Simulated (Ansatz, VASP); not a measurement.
Two plane-wave programs on Cu

```xyz
2
Lattice="2.3219 0.0000 0.0000 -1.1609 2.0108 0.0000 0.0000 0.0000 4.8986" Properties=species:S:1:pos:R:3 pbc="T T T"
Cu    0.0000    1.3405    1.2247
Cu    1.1609    0.6703    3.6740
```

Alike in both runs: task single point; functional r2SCAN; k mesh 24 × 24 × 14; occupations gaussian, width 0.15 eV; no spin polarisation.

|  | VASP | Ansatz |
| --- | --- | --- |
| version | VASP 6.6.1 | Ansatz 0.2.0 |
| potentials or method | VASP PAW PBE potentials, release 64 (Cu), cutoff 520 eV | scalar-relativistic, plane waves, PAW |
| valence electrons in the cell | 22 | 38 |

|  | VASP | Ansatz | Ansatz less VASP |
| --- | --- | --- | --- |
| gap on the k mesh at the Fermi level (eV) | none | none | - |
| pressure (GPa) | 15.2 | 14.6 | -0.62 |
| traceless stress, the component that is largest in VASP (GPa) | -35.84 | -35.28 | +0.561 |

VASP's potentials were made for PBE, not for r2SCAN. A gap of «none» marks a metal or a gap that the smearing closes. VASP's potentials hold 22 valence electrons a cell and Ansatz's 38, so a difference there can come from the potentials and not from the codes.
